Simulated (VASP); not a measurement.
# Y (C2/c) in VASP: single point with BLYP

Aim: the single point of Y with BLYP.

Program: VASP 6.6.1. These are calculated values, not measurements. Logs are shortened: lines on timing, memory, paths and dates and some standing lists are left out, and cuts for length are marked.

## Step 1: The cell of the first run

The typed cell holds 2 atoms: a = 3.686 Å, b = 3.686 Å, c = 6.825 Å, α = 105.66°, β = 105.66°, γ = 120.00°.

## Step 2: Single point, BLYP

File INCAR:

```
SYSTEM = Y
PREC = Accurate ; ENCUT = 520
EDIFF = 1E-6 ; ISMEAR = -1
SIGMA = 0.1 ; LREAL = .False.
LASPH = .True. ; NELM = 80
ALGO = Normal ; ISIF = 2
LWAVE = .False. ; LCHARG = .False.
GGA = B5 ; ALDAX = 1.0
AGGAX = 1.0 ; AGGAC = 1.0
ALDAC = 0.0 ; NBANDS = 18
ISYM = 0
```

File KPOINTS:

```
Automatic mesh
0
Gamma
  10 10 7
  0 0 0
```

File POSCAR:

```
Y
1.0
   -2.4818502352      2.0325878519      1.8154047674
    2.0325878519     -2.4818502352      1.8154047674
    4.4508926698      4.4508926698     -2.6382296452
Y
2
Direct
    0.9583310845      0.0416689155      0.0000000000
    0.7916689155      0.2083310845      0.5000000000
```

Potentials or basis: VASP PAW PBE potentials, release 64 (Y_sv).

The run is started by

```
$ cat potpaw_PBE.64/Y_sv/POTCAR > POTCAR
$ mpirun -np 1 vasp_std > vasp.out
```

OUTCAR:

```text
SYSTEM = Y
   PREC = Accurate
   ENCUT = 520
   EDIFF = 1E-6
   ISMEAR = -1
   LREAL = .False.
   LASPH = .True.
   NELM = 80
   ISIF = 2
   GGA = B5
   ISYM = 0

 ion  position               nearest neighbor table
   1  0.958  0.042  0.000-   2 3.57   2 3.57   2 3.58   2 3.58   2 3.58   2 3.58
   2  0.792  0.208  0.500-   1 3.57   1 3.57   1 3.58   1 3.58   1 3.58   1 3.58

IMPORTANT INFORMATION: All symmetrisations will be switched off!
NOSYMM: (Re-)initialisation of all symmetry stuff for point group C_1.

----------------------------------------------------------------------------------------

                                     Primitive cell

  volume of cell :      67.6041

  direct lattice vectors                    reciprocal lattice vectors
    -2.481850235  2.032587852  1.815404767    -0.022668461  0.198843049  0.297219836
     2.032587852 -2.481850235  1.815404767     0.198843049 -0.022668461  0.297219836
     4.450892670  4.450892670 -2.638229645     0.121228335  0.121228335  0.030000654

  length of vectors
     3.686012539  3.686012539  6.825038225     0.358318362  0.358318362  0.174047860

  position of ions in fractional coordinates (direct lattice)
     0.958331085  0.041668915  0.000000000
     0.791668915  0.208331085  0.500000000

  ion indices of the primitive-cell ions
   primitive index   ion index
                 1           1
                 2           2

----------------------------------------------------------------------------------------

 KPOINTS: Automatic mesh

Automatic generation of k-mesh.
 Grid dimensions read from file:
 generate k-points for:   10   10    7

 Generating k-lattice:

  Cartesian coordinates                     Fractional coordinates (reciprocal lattice)
    -0.002266846  0.019884305  0.029721984     0.100000000  0.000000000  0.000000000
     0.019884305 -0.002266846  0.029721984     0.000000000  0.100000000  0.000000000
     0.017318334  0.017318334  0.004285808    -0.000000000 -0.000000000  0.142857143

  Length of vectors
     0.035831836  0.035831836  0.024863980

  Shift w.r.t. Gamma in fractional coordinates (k-lattice)
     0.000000000  0.000000000  0.000000000

 Subroutine IBZKPT returns following result:
 ===========================================

 Found    352 irreducible k-points:

 Following reciprocal coordinates:
            Coordinates               Weight
  0.000000  0.000000  0.000000      1.000000
  0.100000  0.000000 -0.000000      2.000000
 -0.000000 -0.100000  0.000000      2.000000
  0.200000  0.000000 -0.000000      2.000000
 -0.000000 -0.200000  0.000000      2.000000
  0.300000 -0.000000  0.000000      2.000000
[... 16 lines left out ...]
 -0.300000  0.100000 -0.000000      2.000000
 -0.100000  0.300000  0.000000      2.000000
 [... further k-points ...]
   k-points           NKPTS =    352   k-points in BZ     NKDIM =    352   number of bands    NBANDS=     18
   number of dos      NEDOS =    301   number of ions     NIONS =      2
   total plane-waves  NPLWV =  42336
   dimension x,y,z NGX =    28 NGY =   28 NGZ =   54
   dimension x,y,z NGXF=    56 NGYF=   56 NGZF=  108
   ions per type =               2
   NGX,Y,Z   is equivalent  to a cutoff of  12.63, 12.63, 13.15 a.u.
   NGXF,Y,Z  is equivalent  to a cutoff of  25.26, 25.26, 26.31 a.u.
 SYSTEM =  Y
   PREC   = accura    normal or accurate (medium, high low for compatibility)
   ISTART =      0    job   : 0-new  1-cont  2-samecut
   ICHARG =      2    charge: 1-file 2-atom 10-const
   ISPIN  =      1    spin polarized calculation?
   LNONCOLLINEAR =      F non collinear calculations
   LSORBIT =      F    spin-orbit coupling
   LASPH  =      T    aspherical Exc in radial PAW
   ENCUT  =  520.0 eV  38.22 Ry    6.18 a.u.   6.85  6.85 12.69*2*pi/ulx,y,z
   NELM   =     80;   NELMIN=  2; NELMDL= -5     # of ELM steps
   EDIFF  = 0.1E-05   stopping-criterion for ELM
   LREAL  =      F    real-space projection
   EDIFFG = 0.1E-04   stopping-criterion for IOM
   NSW    =      0    number of steps for IOM
   IBRION =     -1    ionic relax: 0-MD 1-quasi-New 2-CG
   NFREE  =      0    steps in history (QN), initial steepest desc. (CG)
   ISIF   =      2    stress and relaxation
   ISYM   =      0    0-nonsym 1-usesym 2-fastsym
   POTIM  = 0.5000    time-step for ionic-motion
   TEBEG  =    0.0;   TEEND  =   0.0 temperature during run
   PSTRESS=    0.0 pullay stress
   NELECT =      22.0000    total number of electrons
   NUPDOWN=      -1.0000    fix difference up-down
   EMIN   =  10.00;   EMAX   =-10.00  energy-range for DOS
   EFERMI =   0.00;   METHOD = LEGACY
   ISMEAR =    -1;   SIGMA  =   0.10  broadening in eV -4-tet -1-fermi 0-gaus
   EFERMI_NEDOS =   21; number of points for ismear=-14 and -15
   IALGO  =     38    algorithm
   IMIX   =      4    mixing-type and parameters
     AMIX     =   0.40;   BMIX     =  1.00
     AMIX_MAG =   1.60;   BMIX_MAG =  1.00
  volume/ion in A,a.u.               =      33.80       228.11
  Fermi-wavevector in a.u.,A,eV,Ry     =   1.126051  2.127928 17.252062  1.267991
  Thomas-Fermi vector in A             =   2.262731
   LORBIT       =      0    0 simple, 1 ext, 2 COOP (PROOUT), +10 PAW based schemes
   GGA     = B5    functional components
   LHFCALC =     F    Hartree Fock is set to
   AEXX    =    0.0000 exact exchange contribution
   IVDW    =     0    specifies the selected vdW correction
   LEPSILON=     F    determine dielectric tensor
   LRPA    =     F    only Hartree local field effects (RPA)
 non-spin polarized calculation
  energy-cutoff  :      520.00
  volume of cell :       67.60
 maximum number of plane-waves:      1846
   NGX = 13   NGY = 13   NGZ = 25

 number of electron      22.0000000 magnetization

 Free energy of the ion-electron system (eV)
  ---------------------------------------------------
  ext. energy  EPLUGINS =         0.00000000
  ---------------------------------------------------
  free energy    TOTEN  =       -10.97392214 eV

  energy without entropy =      -10.84840518  energy(sigma->0) =      -10.91116366

 E-fermi :   3.3377     XC(G=0):  -8.8038

 val. band max:        3.3345182811   @ k =  -0.3000   0.4000  -0.1429
 cond. band min:       3.3423699908   @ k =   0.4000   0.2000  -0.0000
 fundamental gap:      0.0078517097
 Fermi energy:         3.3376756104

 k-point     1 :       0.0000    0.0000    0.0000
  band No.  band energies     occupation
      1     -39.4030      2.00000
      2     -39.3359      2.00000
      3     -19.7336      2.00000
      4     -19.3034      2.00000
      5     -19.3034      2.00000
      6     -19.2191      2.00000
[... 10 lines left out ...]
     17       5.9047      0.00000
     18       5.9047      0.00000

 k-point     2 :       0.1000    0.0000   -0.0000
  band No.  band energies     occupation
      1     -39.3971      2.00000
      2     -39.3361      2.00000
      3     -19.7061      2.00000
      4     -19.3321      2.00000
      5     -19.3121      2.00000
      6     -19.2592      2.00000
[... 10 lines left out ...]
     17       5.8926      0.00000
     18       5.9290      0.00000

 k-point     3 :      -0.0000   -0.1000    0.0000
  band No.  band energies     occupation
      1     -39.3971      2.00000
      2     -39.3361      2.00000
      3     -19.7061      2.00000
      4     -19.3321      2.00000
      5     -19.3121      2.00000
      6     -19.2592      2.00000
[... 10 lines left out ...]
     17       5.8926      0.00000
     18       5.9290      0.00000

 k-point     4 :       0.2000    0.0000   -0.0000
  band No.  band energies     occupation
      1     -39.3817      2.00000
      2     -39.3365      2.00000
      3     -19.6439      2.00000
      4     -19.4000      2.00000
      5     -19.3690      2.00000
      6     -19.3314      2.00000
[... 10 lines left out ...]
     17       6.2770      0.00000
     18       6.3867      0.00000

 k-point     5 :      -0.0000   -0.2000    0.0000
  band No.  band energies     occupation
      1     -39.3817      2.00000
      2     -39.3365      2.00000
      3     -19.6439      2.00000
      4     -19.4000      2.00000
      5     -19.3690      2.00000
      6     -19.3314      2.00000
[... 10 lines left out ...]
     17       6.2770      0.00000
     18       6.3867      0.00000

 k-point     6 :       0.3000   -0.0000    0.0000
  band No.  band energies     occupation
      1     -39.3625      2.00000
      2     -39.3370      2.00000
      3     -19.6234      2.00000
      4     -19.5175      2.00000
      5     -19.4091      2.00000
      6     -19.3485      2.00000
[... 10 lines left out ...]
     17       6.9904      0.00000
     18       6.9964      0.00000

 k-point     7 :       0.0000   -0.3000   -0.0000
  band No.  band energies     occupation
      1     -39.3625      2.00000
      2     -39.3370      2.00000
      3     -19.6234      2.00000
      4     -19.5175      2.00000
      5     -19.4091      2.00000
      6     -19.3485      2.00000
[... 10 lines left out ...]
     17       6.9904      0.00000
     18       6.9964      0.00000

 k-point     8 :       0.4000    0.0000    0.0000
  band No.  band energies     occupation
      1     -39.3468      2.00000
      2     -39.3376      2.00000
      3     -19.6664      2.00000
      4     -19.6279      2.00000
      5     -19.3592      2.00000
      6     -19.3524      2.00000
[... 10 lines left out ...]
     17       7.7307      0.00000
     18       7.7941      0.00000
[... 229 lines left out ...]
     17       7.7533      0.00000
     18       8.1653      0.00000

 k-point    20 :      -0.1000    0.5000   -0.0000
  band No.  band energies     occupation
      1     -39.3427      2.00000
      2     -39.3359      2.00000
      3     -19.6743      2.00000
      4     -19.6414      2.00000
      5     -19.4010      2.00000
      6     -19.3550      2.00000
[... 10 lines left out ...]
     17       7.7533      0.00000
     18       8.1670      0.00000

 k-point    21 :      -0.4000    0.1000    0.0000
  band No.  band energies     occupation
      1     -39.3547      2.00000
      2     -39.3344      2.00000
      3     -19.6371      2.00000
      4     -19.5631      2.00000
      5     -19.4149      2.00000
      6     -19.3716      2.00000
[... 10 lines left out ...]
     17       7.3559      0.00000
     18       7.5189      0.00000

 k-point    22 :      -0.1000    0.4000   -0.0000
  band No.  band energies     occupation
      1     -39.3547      2.00000
      2     -39.3344      2.00000
      3     -19.6371      2.00000
      4     -19.5631      2.00000
      5     -19.4149      2.00000
      6     -19.3716      2.00000
[... 10 lines left out ...]
     17       7.3559      0.00000
     18       7.5189      0.00000

 k-point    23 :      -0.3000    0.1000   -0.0000
  band No.  band energies     occupation
      1     -39.3724      2.00000
      2     -39.3336      2.00000
      3     -19.6242      2.00000
      4     -19.4548      2.00000
      5     -19.4222      2.00000
      6     -19.3533      2.00000
[... 10 lines left out ...]
     17       6.5277      0.00000
     18       6.8753      0.00000

 k-point    24 :      -0.1000    0.3000    0.0000
  band No.  band energies     occupation
      1     -39.3724      2.00000
      2     -39.3336      2.00000
      3     -19.6242      2.00000
      4     -19.4548      2.00000
      5     -19.4222      2.00000
      6     -19.3533      2.00000
[... 10 lines left out ...]
     17       6.5277      0.00000
     18       6.8753      0.00000

 [... further k-points ...]

------------------------ aborting loop because EDIFF is reached ----------------------------------------

  FORCE on cell =-STRESS in cart. coord.  units (eV):
  Direction    XX          YY          ZZ          XY          YZ          ZX
  --------------------------------------------------------------------------------------
  -------------------------------------------------------------------------------------
  Total       -0.0201316     -0.0201325     -0.0241288      0.0036121     -0.0018452     -0.0018499
  in kB       -0.4771072     -0.4771285     -0.5718394      0.0856045     -0.0437291     -0.0438412
  external PRESSURE =      -0.5086917 kB  Pullay stress =       0.0000000 kB

 VOLUME and BASIS-vectors are now :
 -----------------------------------------------------------------------------
  energy-cutoff  :      520.00
  volume of cell :       67.60
      direct lattice vectors                 reciprocal lattice vectors
    -2.481850235  2.032587852  1.815404767    -0.022668461  0.198843049  0.297219836
     2.032587852 -2.481850235  1.815404767     0.198843049 -0.022668461  0.297219836
     4.450892670  4.450892670 -2.638229645     0.121228335  0.121228335  0.030000654

 POSITION                                       TOTAL-FORCE (eV/Angst)
 -----------------------------------------------------------------------------------
     -2.29374      1.84448      1.81540        -0.000024      0.000024     -0.000002
      0.68409      3.31754      0.49629         0.000024     -0.000024      0.000002
 -----------------------------------------------------------------------------------
    total drift:                               -0.000003     -0.000001      0.000002

  FREE ENERGIE OF THE ION-ELECTRON SYSTEM (eV)
  ---------------------------------------------------
  free  energy   TOTEN  =       -10.9739221422 eV

  energy  without entropy=      -10.8484051785  energy(sigma->0) =      -10.91116366
```

Wall time 8.9 min (1 thread of Intel Xeon Platinum 8259CL at 2.50GHz (Skylake/Cascade Lake), shared host); peak memory 0.51 GiB.

What came out:

| Item | Value |
| --- | --- |
| Free energy | -10.9739 eV |
| Pressure | -0.1 GPa |
| Band gap on the k mesh | zero (bands 11 and 12 overlap by 1.41 eV) |

Levels at points of the mesh, in eV from the Fermi level:
```
           k point  band 8  band 9  band 10  band 11  band 12  band 13  band 14  band 15
(0.00, 0.00, 0.00)  -22.52   -4.53    -1.79     1.00     1.62     1.62     1.96     2.20
(0.50, 0.00, 0.00)  -22.66   -1.58    -1.58     0.06     0.07     1.40     1.41     2.59
(0.00, 0.50, 0.00)  -22.66   -1.58    -1.58     0.06     0.07     1.40     1.41     2.59
(0.50, 0.50, 0.00)  -22.61   -1.63    -1.13    -0.77    -0.07     1.34     1.37     2.01
```

Caveat: the PAW data sets were made with another functional, which shifts forces and pressure a little.
